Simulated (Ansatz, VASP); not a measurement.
## Ru in VASP and in Ansatz

```
Ru
1.0
    -0.03334    1.79316    1.79316
     1.79316   -0.03334    1.79316
     1.79316    1.79316   -0.03334
Ru
1
Direct
  0.00000 0.00000 0.00000
```

Change from the starting cell: equal engineering shear yz, xz and xy -0.0175, equal normal strain along x, y and z -0.0500.

Alike in both runs: task single point; functional PBE; k mesh 20 × 20 × 20; occupations gaussian, width 0.15 eV; no spin polarisation.

```csv
,VASP,Ansatz
version,VASP 6.6.1,Ansatz 0.2.0
potentials or method,"VASP PAW PBE potentials, release 64 (Ru_pv), cutoff 520 eV","scalar-relativistic, plane waves, PAW"
valence electrons in the cell,14,16
```

```csv
,VASP,Ansatz,Ansatz less VASP
gap on the k mesh at the Fermi level (eV),none,none,-
pressure (GPa),69.2,69.0,-0.25
"traceless stress, the component that is largest in VASP (GPa)",7.34,7.33,-0.016
```

A gap of «none» marks a metal or a gap that the smearing closes. Both programs put the cell under a high pressure, so it lies far from rest at this level. VASP's potentials hold 14 valence electrons a cell and Ansatz's 16, so a difference there can come from the potentials and not from the codes.

Noted on VASP's run: the cell as given lies far from equilibrium.
